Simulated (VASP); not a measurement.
# Pb3O (Fm-3m) in VASP: notebook, part 2 of 2

VASP 6.6.1. Earlier steps stand in the parts before.

### 3 Relaxation of cell and atoms, PBE

This run uses another cell than the first one, of 25.08 Å³/atom, 1.021 times its volume.

INCAR reads:

```
SYSTEM = Pb3O
  PREC = Accurate
  ENCUT = 600
  EDIFF = 1E-7
  ISMEAR = 0
  SIGMA = 0.1
  LREAL = .False.
  LASPH = .True.
  NELM = 100
  ALGO = Normal
  ISIF = 3
  LWAVE = .False.
  LCHARG = .False.
  GGA = PE
  IBRION = 2
  NSW = 90
  EDIFFG = -0.04
```

KPOINTS reads:

```
regular mesh
0
Gamma
  4 4 4
  0 0 0
```

POSCAR reads:

```
Pb3O
1.0
    0.0000000000      3.6881766700      3.6881766700
    3.6881766700      0.0000000000      3.6881766700
    3.6881766700      3.6881766700      0.0000000000
Pb O
3 1
Direct
    0.5000000000      0.5000000000      0.5000000000
    0.2500000000      0.2500000000      0.2500000000
    0.7500000000      0.7500000000      0.7500000000
    0.0000000000      0.0000000000      0.0000000000
```

Potentials or basis: VASP PAW PBE potentials, release 64 (Pb_d, O).

Run with:

```bash
> cat potpaw_PBE.64/Pb_d/POTCAR potpaw_PBE.64/O/POTCAR > POTCAR
> mpirun -np 1 vasp_std > vasp.out
```

OUTCAR:

```text
SYSTEM = Pb3O
   PREC = Accurate
   ENCUT = 600
   EDIFF = 1E-7
   ISMEAR = 0
   LREAL = .False.
   LASPH = .True.
   NELM = 100
   ISIF = 3
   GGA = PE
   IBRION = 2
   NSW = 90
   EDIFFG = -0.04

 ion  position               nearest neighbor table
   1  0.500  0.500  0.500-   2 3.19   2 3.19   2 3.19   2 3.19   3 3.19   3 3.19   3 3.19   3 3.19

   2  0.250  0.250  0.250-   1 3.19   1 3.19   1 3.19   1 3.19   3 3.69   3 3.69   3 3.69   3 3.69
[... 484 lines left out ...]
  --------------------------------------------------------------------------------------
  -------------------------------------------------------------------------------------
  Total        0.0652204      0.0652204      0.0652204      0.0000000      0.0000000      0.0000000
  in kB        1.0676274      1.0676274      1.0676274      0.0000000      0.0000000      0.0000000
  external PRESSURE =       1.0676274 kB  Pullay stress =       0.0000000 kB

 VOLUME and BASIS-vectors are now :
 -----------------------------------------------------------------------------
  energy-cutoff  :      600.00
  volume of cell :       97.88
      direct lattice vectors                 reciprocal lattice vectors
    -0.000000000  3.657756078  3.657756078    -0.136695829  0.136695829  0.136695829
     3.657756078 -0.000000000  3.657756078     0.136695829 -0.136695829  0.136695829
     3.657756078  3.657756078 -0.000000000     0.136695829  0.136695829 -0.136695829

 POSITION                                       TOTAL-FORCE (eV/Angst)
 -----------------------------------------------------------------------------------
      3.65776      3.65776      3.65776        -0.000000     -0.000000     -0.000000
      1.82888      1.82888      1.82888        -0.000000      0.000000     -0.000000
      5.48663      5.48663      5.48663         0.000000      0.000000      0.000000
      3.65776      3.65776     -0.00000        -0.000000     -0.000000     -0.000000
 -----------------------------------------------------------------------------------
    total drift:                               -0.000000     -0.000000      0.000000

  FREE ENERGIE OF THE ION-ELECTRON SYSTEM (eV)
  ---------------------------------------------------
  free  energy   TOTEN  =       -15.0528391304 eV

  energy  without entropy=      -15.0477437643  energy(sigma->0) =      -15.05029145

 reached required accuracy - stopping structural energy minimisation
```

OSZICAR:

```text
N       E                     dE             d eps       ncg     rms          rms(c)
DAV:   1     0.582732644019E+03    0.58273E+03   -0.26037E+04   448   0.230E+03
DAV:   2     0.517757992475E+02   -0.53096E+03   -0.52163E+03   452   0.546E+02
DAV:   3    -0.146586341802E+02   -0.66434E+02   -0.62938E+02   632   0.212E+02
[... 31 lines left out ...]
DAV:   8    -0.150528450969E+02    0.19961E-04   -0.59797E-05   548   0.801E-02    0.165E-02
DAV:   9    -0.150528419473E+02    0.31496E-05   -0.63534E-06   564   0.255E-02    0.154E-02
DAV:  10    -0.150528400568E+02    0.18905E-05   -0.24595E-06   432   0.120E-02    0.800E-03
DAV:  11    -0.150528392206E+02    0.83627E-06   -0.11390E-06   516   0.567E-03    0.342E-03
DAV:  12    -0.150528391304E+02    0.90131E-07   -0.22427E-07   376   0.386E-03
   2 F= -.15052839E+02 E0= -.15050291E+02  d E =-.777933E-02
```

CONTCAR:

```text
Pb3O
   1.00000000000000
    -0.0000000000000000    3.6577560775581919    3.6577560775581919
     3.6577560775581919   -0.0000000000000000    3.6577560775581919
     3.6577560775581919    3.6577560775581919   -0.0000000000000000
  Pb              O
     3     1
Direct
     0.5000000000000000    0.5000000000000000    0.5000000000000000
     0.2500000000000000    0.2500000000000000    0.2500000000000000
     0.7500000000000000    0.7500000000000000    0.7500000000000000
     0.0000000000000000    0.0000000000000000    1.0000000000000000

  0.00000000E+00  0.00000000E+00  0.00000000E+00
  0.00000000E+00  0.00000000E+00  0.00000000E+00
  0.00000000E+00  0.00000000E+00  0.00000000E+00
  0.00000000E+00  0.00000000E+00  0.00000000E+00
```

Wall time 3.7 min (1 thread of AMD EPYC 7R13, shared host); peak memory 0.24 GiB.

What came out:

| Quantity | Value |
| --- | --- |
| Free energy | -15.0528 eV |
| Relaxed volume | 24.47 Å³/atom |
| Relaxed cell | a = 5.173 Å, b = 5.173 Å, c = 5.173 Å, α = 60.00°, β = 60.00°, γ = 60.00° |
| Space group after relaxing (to 0.05 Å) | Fm-3m (No. 225) |
| Energy gained by relaxing | 1.9 meV/atom |
| Ionic steps | 2 |
| Pressure after relaxing | 0.1 GPa |

The path:
| step | energy change (eV) | largest force (eV/Å) | pressure (GPa) | volume (Å³) |
| --- | --- | --- | --- | --- |
| 1 | 0.0000 | 0.0000 | -1.09 | 100.34 |
| 2 | -0.0078 | 0.0000 | 0.11 | 97.88 |

Final structure:
```yaml
crystal:
  lattice:
    - [0.00000, 3.65776, 3.65776]
    - [3.65776, 0.00000, 3.65776]
    - [3.65776, 3.65776, 0.00000]
  atoms:
    - { symbol: Pb, position: [0.50000, 0.50000, 0.50000] }
    - { symbol: Pb, position: [0.25000, 0.25000, 0.25000] }
    - { symbol: Pb, position: [0.75000, 0.75000, 0.75000] }
    - { symbol: O, position: [0.00000, 0.00000, 0.00000] }
```

Caveat: the k points lie up to 0.37 Å⁻¹ apart in the final cell; the bands computed are all filled at some k points, so no gap is given; spin-orbit coupling is left out, which moves the levels of the heavy elements.

### 4 Relaxation of cell and atoms, PBE

INCAR reads:

```
ALGO = Normal
EDIFF = 1E-7
EDIFFG = -0.01
ENCUT = 600
GGA = PE
IBRION = 2
ISIF = 3
ISMEAR = 0
LASPH = True
LCHARG = False
LREAL = False
LWAVE = False
NELM = 100
NSW = 100
PREC = Accurate
SIGMA = 0.1
```

KPOINTS reads:

```
k-points
0
Gamma
  12 12 12
```

POSCAR reads:

```
Pb3O
1.0
    0.0000000000      3.6626493852      3.6626493852
    3.6626493852      0.0000000000      3.6626493852
    3.6626493852      3.6626493852      0.0000000000
Pb O
3 1
Direct
    0.5000000000      0.5000000000      0.5000000000
    0.2500000000      0.2500000000      0.2500000000
    0.7500000000      0.7500000000      0.7500000000
    0.0000000000      0.0000000000      0.0000000000
```

Run with:

```bash
> cat potpaw_PBE.64/Pb_d/POTCAR potpaw_PBE.64/O/POTCAR > POTCAR
> mpirun -np 1 vasp_std > vasp.out
```

It took 18 min on 1 thread of AMD EPYC 7R43 (Zen 3), shared host; peak memory 0.35 GiB.

Results (log left out):

```yaml
Free_energy: -14.9675 eV
Relaxed_volume: 24.62 Å³/atom
Relaxed_cell: a = 5.184 Å, b = 5.184 Å, c = 5.184 Å, α = 60.00°, β = 60.00°, γ = 60.00°
Space_group_after_relaxing_to_0.05_Å: Fm-3m (No. 225)
Energy_gained_by_relaxing: 0.0 meV/atom
Ionic_steps: 2
Pressure_after_relaxing: 0.0 GPa
```

Final structure:
```
Pb O
1.0
     0.00000    3.66549    3.66549
     3.66549    0.00000    3.66549
     3.66549    3.66549    0.00000
Pb O
3 1
Direct
  0.50000 0.50000 0.50000
  0.25000 0.25000 0.25000
  0.75000 0.75000 0.75000
  0.00000 0.00000 0.00000
```

Levels at points of the mesh, in eV from the Fermi level:
| k point | band 21 | band 22 | band 23 | band 24 | band 25 | band 26 | band 27 | band 28 |
| --- | --- | --- | --- | --- | --- | --- | --- | --- |
| (0.00, 0.00, 0.00) | -1.54 | -1.54 | -0.31 | -0.31 | -0.31 | -0.05 | -0.05 | -0.05 |
| (0.50, 0.00, 0.00) | -1.88 | -1.55 | -1.55 | -0.90 | 0.17 | 1.95 | 1.95 | 4.07 |
| (0.50, 0.50, 0.00) | -3.70 | -0.72 | -0.08 | -0.08 | 0.54 | 3.63 | 4.21 | 4.21 |

Caveat: the bands computed are all filled at some k points, so no gap is given; spin-orbit coupling is left out, which moves the levels of the heavy elements.

### 5 The runs side by side

```csv
task,cell,k mesh,cutoff (eV),pressure (GPa),relaxed volume (Å³/atom)
single point,"a = 5.180 Å, angles 60.0°, 4 atoms",4 × 4 × 4,520,-0.1,-
relaxation of cell and atoms,"relaxed from a = 5.216 Å, angles 60.0°, 4 atoms",4 × 4 × 4,600,0.1,24.47
relaxation of cell and atoms,"relaxed from a = 5.180 Å, angles 60.0°, 4 atoms",12 × 12 × 12,600,0.0,24.62
```

Alike in all rows: level PBE; potentials or basis VASP PAW PBE potentials, release 64 (Pb_d, O); no spin polarisation; smearing gaussian 0.1 eV.

Caveats: some runs use coarse meshes; spin-orbit coupling is left out, which moves the levels of the heavy elements; the bands computed are all filled at some k points, so no gap is given (some runs).

Total energies depend on the potentials used, so only differences within one code and one set of settings carry meaning.
